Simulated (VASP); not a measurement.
# Hf2As3Ir (P-4m2) in VASP: single point with PBE

Aim: the single point of Hf2As3Ir with PBE.

Everything below comes from runs of VASP 6.6.1. Logs are shortened: lines on timing, memory, paths and dates and some standing lists are left out, and cuts for length are marked.

### 1 The cell of the first run

The structure is tetragonal, space group P-4m2 (No. 115). Conventional cell: a = 3.755 Å, b = 3.755 Å, c = 8.230 Å, α = 90.00°, β = 90.00°, γ = 90.00°. Within 3.5 Å of As (site symmetry -4m2) lie 4 Ir at 2.66 Å and 4 Hf at 2.88 Å. Within 3.8 Å of As (site symmetry 2mm) lie 5 Hf at 2.82 to 2.90 Å and 10 As at 3.29 to 3.76 Å and 2 Ir at 3.66 Å. Within 3.5 Å of Ir (site symmetry -4m2) lie 4 As at 2.66 Å and 4 Hf at 2.88 Å. Hf (site symmetry 2mm) has 7 As at 2.82 to 2.90 Å and 2 Ir at 2.88 Å and 4 Hf at 3.76 Å within 3.8 Å.

### 2 Single point, PBE

Input file INCAR:

```
PREC = Accurate ; ENCUT = 520
EDIFF = 1E-6 ; ISMEAR = -1
SIGMA = 0.1364 ; LREAL = False
LASPH = True ; NELM = 60
ALGO = Normal ; ISIF = 2
LWAVE = False ; LCHARG = False
GGA = PE ; NBANDS = 31
```

Input file KPOINTS:

```
Automatic mesh
0
Gamma
  9 9 4
```

Input file POSCAR:

```
Hf2As3Ir
1.0
    3.7552060000      0.0000000000      0.0000000000
    0.0000000000      3.7552060000      0.0000000000
    0.0000000000      0.0000000000      8.2300250000
As Ir Hf
3 1 2
Direct
    0.5000000000      0.5000000000      0.0000000000
    0.0000000000      0.5000000000      0.3820000000
    0.5000000000      0.0000000000      0.6180000000
    0.0000000000      0.0000000000      0.0000000000
    0.0000000000      0.5000000000      0.7340000000
    0.5000000000      0.0000000000      0.2660000000
```

Potentials or basis: VASP PAW PBE potentials, release 64 (As, Ir, Hf_pv).

Started as:

```console
> cat potpaw_PBE.64/As/POTCAR potpaw_PBE.64/Ir/POTCAR potpaw_PBE.64/Hf_pv/POTCAR > POTCAR
> mpirun -np 1 vasp_std > vasp.out
```

OUTCAR:

```text
PREC = Accurate
   ENCUT = 520
   EDIFF = 1E-6
   ISMEAR = -1
   LREAL = False
   LASPH = True
   NELM = 60
   ISIF = 2
   GGA = PE

 ion  position               nearest neighbor table
   1  0.500  0.500  0.000-   4 2.66   4 2.66   4 2.66   4 2.66   6 2.88   6 2.88   5 2.88   5 2.88

   2  0.000  0.500  0.382-   6 2.82   6 2.82   6 2.82   6 2.82   5 2.90
   3  0.500  0.000  0.618-   5 2.82   5 2.82   5 2.82   5 2.82   6 2.90
   4  0.000  0.000  0.000-   1 2.66   1 2.66   1 2.66   1 2.66   5 2.88   6 2.88   6 2.88   5 2.88

   5  0.000  0.500  0.734-   3 2.82   3 2.82   3 2.82   3 2.82   4 2.88   1 2.88   4 2.88   1 2.88
                             2 2.90
   6  0.500  0.000  0.266-   2 2.82   2 2.82   2 2.82   2 2.82   1 2.88   4 2.88   4 2.88   1 2.88
                             3 2.90

  LATTYP: Found a simple tetragonal cell.
 ALAT       =     3.7552060000
 C/A-ratio  =     2.1916307654

  Lattice vectors:

 A1 = (   3.7552060000,   0.0000000000,   0.0000000000)
 A2 = (   0.0000000000,   3.7552060000,   0.0000000000)
 A3 = (   0.0000000000,   0.0000000000,   8.2300250000)

Analysis of symmetry for initial positions (statically):
=====================================================================
 Subroutine PRICEL returns:
 Original cell was already a primitive cell.

 Routine SETGRP: Setting up the symmetry group for a
 simple tetragonal supercell.

 Subroutine GETGRP returns: Found  8 space group operations
 (whereof  8 operations were pure point group operations)
 out of a pool of 16 trial point group operations.

The static configuration has the point symmetry D_2d.

Analysis of symmetry for dynamics (positions and initial velocities):
=====================================================================
 Subroutine PRICEL returns:
 Original cell was already a primitive cell.

 Routine SETGRP: Setting up the symmetry group for a
 simple tetragonal supercell.

 Subroutine GETGRP returns: Found  8 space group operations
 (whereof  8 operations were pure point group operations)
 out of a pool of 16 trial point group operations.

The dynamic configuration has the point symmetry D_2d.

 Subroutine INISYM returns: Found  8 space group operations
 (whereof  8 operations are pure point group operations),
 and found     1 'primitive' translations

----------------------------------------------------------------------------------------

                                     Primitive cell

  volume of cell :     116.0563

  direct lattice vectors                    reciprocal lattice vectors
     3.755206000  0.000000000  0.000000000     0.266296975  0.000000000  0.000000000
     0.000000000  3.755206000  0.000000000     0.000000000  0.266296975  0.000000000
     0.000000000  0.000000000  8.230025000     0.000000000  0.000000000  0.121506314

  length of vectors
     3.755206000  3.755206000  8.230025000     0.266296975  0.266296975  0.121506314

  position of ions in fractional coordinates (direct lattice)
     0.500000000  0.500000000  0.000000000
     0.000000000  0.500000000  0.382000000
     0.500000000  0.000000000  0.618000000
     0.000000000  0.000000000  0.000000000
     0.000000000  0.500000000  0.734000000
     0.500000000  0.000000000  0.266000000

  ion indices of the primitive-cell ions
   primitive index   ion index
                 1           1
                 2           2
                 3           3
                 4           4
                 5           5
                 6           6

----------------------------------------------------------------------------------------

 KPOINTS: Automatic mesh

Automatic generation of k-mesh.
 Grid dimensions read from file:
 generate k-points for:    9    9    4

 Generating k-lattice:

  Cartesian coordinates                     Fractional coordinates (reciprocal lattice)
     0.029588553  0.000000000  0.000000000     0.111111111  0.000000000  0.000000000
     0.000000000  0.029588553  0.000000000     0.000000000  0.111111111  0.000000000
     0.000000000  0.000000000  0.030376578     0.000000000  0.000000000  0.250000000

  Length of vectors
     0.029588553  0.029588553  0.030376578

  Shift w.r.t. Gamma in fractional coordinates (k-lattice)
     0.000000000  0.000000000  0.000000000

 Subroutine IBZKPT returns following result:
 ===========================================

 Found     45 irreducible k-points:

 Following reciprocal coordinates:
            Coordinates               Weight
  0.000000  0.000000  0.000000      1.000000
  0.111111  0.000000  0.000000      4.000000
  0.222222  0.000000  0.000000      4.000000
  0.333333  0.000000  0.000000      4.000000
  0.444444  0.000000  0.000000      4.000000
  0.111111  0.111111  0.000000      4.000000
[... 16 lines left out ...]
  0.333333  0.111111  0.250000     16.000000
  0.444444  0.111111  0.250000     16.000000
 [... further k-points ...]
   k-points           NKPTS =     45   k-points in BZ     NKDIM =     45   number of bands    NBANDS=     31
   number of dos      NEDOS =    301   number of ions     NIONS =      6
   total plane-waves  NPLWV =  50176
   dimension x,y,z NGX =    28 NGY =   28 NGZ =   64
   dimension x,y,z NGXF=    56 NGYF=   56 NGZF=  128
   ions per type =               3   1   2
   NGX,Y,Z   is equivalent  to a cutoff of  12.40, 12.40, 12.93 a.u.
   NGXF,Y,Z  is equivalent  to a cutoff of  24.79, 24.79, 25.86 a.u.
 SYSTEM =  unknown system
   PREC   = accura    normal or accurate (medium, high low for compatibility)
   ISTART =      0    job   : 0-new  1-cont  2-samecut
   ICHARG =      2    charge: 1-file 2-atom 10-const
   ISPIN  =      1    spin polarized calculation?
   LNONCOLLINEAR =      F non collinear calculations
   LSORBIT =      F    spin-orbit coupling
   LASPH  =      T    aspherical Exc in radial PAW
   ENCUT  =  520.0 eV  38.22 Ry    6.18 a.u.   6.98  6.98 15.30*2*pi/ulx,y,z
   NELM   =     60;   NELMIN=  2; NELMDL= -5     # of ELM steps
   EDIFF  = 0.1E-05   stopping-criterion for ELM
   LREAL  =      F    real-space projection
   EDIFFG = 0.1E-04   stopping-criterion for IOM
   NSW    =      0    number of steps for IOM
   IBRION =     -1    ionic relax: 0-MD 1-quasi-New 2-CG
   NFREE  =      0    steps in history (QN), initial steepest desc. (CG)
   ISIF   =      2    stress and relaxation
   ISYM   =      2    0-nonsym 1-usesym 2-fastsym
   POTIM  = 0.5000    time-step for ionic-motion
   TEBEG  =    0.0;   TEEND  =   0.0 temperature during run
   PSTRESS=    0.0 pullay stress
   NELECT =      44.0000    total number of electrons
   NUPDOWN=      -1.0000    fix difference up-down
   EMIN   =  10.00;   EMAX   =-10.00  energy-range for DOS
   EFERMI =   0.00;   METHOD = LEGACY
   ISMEAR =    -1;   SIGMA  =   0.14  broadening in eV -4-tet -1-fermi 0-gaus
   EFERMI_NEDOS =   21; number of points for ismear=-14 and -15
   IALGO  =     38    algorithm
   IMIX   =      4    mixing-type and parameters
     AMIX     =   0.40;   BMIX     =  1.00
     AMIX_MAG =   1.60;   BMIX_MAG =  1.00
  volume/ion in A,a.u.               =      19.34       130.53
  Fermi-wavevector in a.u.,A,eV,Ry     =   1.184867  2.239073 19.101343  1.403909
  Thomas-Fermi vector in A             =   2.321072
   LORBIT       =      0    0 simple, 1 ext, 2 COOP (PROOUT), +10 PAW based schemes
   GGA     = PE    functional components
   LHFCALC =     F    Hartree Fock is set to
   AEXX    =    0.0000 exact exchange contribution
   IVDW    =     0    specifies the selected vdW correction
   LEPSILON=     F    determine dielectric tensor
   LRPA    =     F    only Hartree local field effects (RPA)
 non-spin polarized calculation
  energy-cutoff  :      520.00
  volume of cell :      116.06
 maximum number of plane-waves:      3144
 NGX is ok and might be reduce to    28
   NGX = 13   NGY = 13   NGZ = 31

 number of electron      44.0000009 magnetization

 Free energy of the ion-electron system (eV)
  ---------------------------------------------------
  ext. energy  EPLUGINS =         0.00000000
  ---------------------------------------------------
  free energy    TOTEN  =       -46.71424057 eV

  energy without entropy =      -46.51541290  energy(sigma->0) =      -46.61482673

 E-fermi :   5.8269     XC(G=0): -11.2770

 val. band max:        5.8243486131   @ k =   0.0000   0.0000   0.5000
 cond. band min:       5.8289358170   @ k =   0.2222   0.2222   0.2500
 fundamental gap:      0.0045872039
 Fermi energy:         5.8268949210

 k-point     1 :       0.0000    0.0000    0.0000
  band No.  band energies     occupation
      1     -25.0930      2.00000
      2     -25.0721      2.00000
      3     -25.0040      2.00000
      4     -25.0040      2.00000
      5     -24.9564      2.00000
      6     -24.9564      2.00000
[... 23 lines left out ...]
     30       9.7286      0.00000
     31       9.7286      0.00000

 k-point     2 :       0.1111    0.0000    0.0000
  band No.  band energies     occupation
      1     -25.0913      2.00000
      2     -25.0716      2.00000
      3     -25.0142      2.00000
      4     -25.0030      2.00000
      5     -24.9661      2.00000
      6     -24.9553      2.00000
[... 23 lines left out ...]
     30       9.2969      0.00000
     31      10.0241      0.00000

 k-point     3 :       0.2222    0.0000    0.0000
  band No.  band energies     occupation
      1     -25.0867      2.00000
      2     -25.0707      2.00000
      3     -25.0397      2.00000
      4     -25.0003      2.00000
      5     -24.9907      2.00000
      6     -24.9526      2.00000
[... 23 lines left out ...]
     30       8.9473      0.00000
     31      10.4802      0.00000

 k-point     4 :       0.3333    0.0000    0.0000
  band No.  band energies     occupation
      1     -25.0811      2.00000
      2     -25.0711      2.00000
      3     -25.0675      2.00000
      4     -25.0185      2.00000
      5     -24.9973      2.00000
      6     -24.9495      2.00000
[... 23 lines left out ...]
     30       9.5968      0.00000
     31      10.6855      0.00000

 k-point     5 :       0.4444    0.0000    0.0000
  band No.  band energies     occupation
      1     -25.0882      2.00000
      2     -25.0751      2.00000
      3     -25.0712      2.00000
      4     -25.0365      2.00000
      5     -24.9953      2.00000
      6     -24.9475      2.00000
[... 23 lines left out ...]
     30      10.2357      0.00000
     31      10.6018      0.00000
[... 542 lines left out ...]
     30       9.4770      0.00000
     31       9.8847      0.00000

 k-point    22 :       0.2222    0.1111    0.2500
  band No.  band energies     occupation
      1     -25.0831      2.00000
      2     -25.0723      2.00000
      3     -25.0384      2.00000
      4     -25.0103      2.00000
      5     -24.9893      2.00000
      6     -24.9621      2.00000
[... 23 lines left out ...]
     30       9.5943      0.00000
     31      10.1212      0.00000

 k-point    23 :       0.3333    0.1111    0.2500
  band No.  band energies     occupation
      1     -25.0787      2.00000
      2     -25.0717      2.00000
      3     -25.0661      2.00000
      4     -25.0169      2.00000
      5     -25.0070      2.00000
      6     -24.9589      2.00000
[... 23 lines left out ...]
     30       9.5602      0.00000
     31      10.6239      0.00000

 k-point    24 :       0.4444    0.1111    0.2500
  band No.  band energies     occupation
      1     -25.0869      2.00000
      2     -25.0734      2.00000
      3     -25.0709      2.00000
      4     -25.0345      2.00000
      5     -25.0050      2.00000
      6     -24.9568      2.00000
[... 23 lines left out ...]
     30       9.7883      0.00000
     31      10.3452      0.00000

 [... further k-points ...]

------------------------ aborting loop because EDIFF is reached ----------------------------------------

  FORCE on cell =-STRESS in cart. coord.  units (eV):
  Direction    XX          YY          ZZ          XY          YZ          ZX
  --------------------------------------------------------------------------------------
  -------------------------------------------------------------------------------------
  Total       -4.1427366     -4.1427366     -3.6535677      0.0000000      0.0000000      0.0000000
  in kB      -57.1912009    -57.1912009    -50.4381388      0.0000000      0.0000000      0.0000000
  external PRESSURE =     -54.9401802 kB  Pullay stress =       0.0000000 kB

 VOLUME and BASIS-vectors are now :
 -----------------------------------------------------------------------------
  energy-cutoff  :      520.00
  volume of cell :      116.06
      direct lattice vectors                 reciprocal lattice vectors
     3.755206000  0.000000000  0.000000000     0.266296975  0.000000000  0.000000000
     0.000000000  3.755206000  0.000000000     0.000000000  0.266296975  0.000000000
     0.000000000  0.000000000  8.230025000     0.000000000  0.000000000  0.121506314

 POSITION                                       TOTAL-FORCE (eV/Angst)
 -----------------------------------------------------------------------------------
      1.87760      1.87760      0.00000         0.000000     -0.000000      0.000000
      0.00000      1.87760      3.14387         0.000000     -0.000000     -0.197033
      1.87760      0.00000      5.08616         0.000000     -0.000000      0.197033
      0.00000      0.00000      0.00000        -0.000000     -0.000000      0.000000
      0.00000      1.87760      6.04084         0.000000      0.000000      0.233312
      1.87760      0.00000      2.18919         0.000000     -0.000000     -0.233312
 -----------------------------------------------------------------------------------
    total drift:                                0.000000      0.000000     -0.000000

  FREE ENERGIE OF THE ION-ELECTRON SYSTEM (eV)
  ---------------------------------------------------
  free  energy   TOTEN  =       -46.7142405683 eV

  energy  without entropy=      -46.5154128956  energy(sigma->0) =      -46.61482673
```

Wall time 3.2 min (1 thread of Oxide Virtual Turin-like, shared host); peak memory 0.28 GiB.

Results:

```
Free energy            : -46.7142 eV
Pressure               : -5.5 GPa
Largest force          : 0.233 eV/Å
Band gap on the k mesh : zero (bands 22 and 23 overlap by 1.22 eV)
```

Forces on the atoms (eV/Å):
```
As   0.000  0.000  0.000
As   0.000  0.000 -0.197
As   0.000  0.000  0.197
Ir   0.000  0.000  0.000
Hf   0.000  0.000  0.233
Hf   0.000  0.000 -0.233
```

Stress tensor (GPa, compression positive):
```
-5.72  0.00  0.00
 0.00 -5.72  0.00
 0.00  0.00 -5.04
```

Caveat: the cell stands under tension; spin-orbit coupling is left out, which moves the levels of the heavy elements.
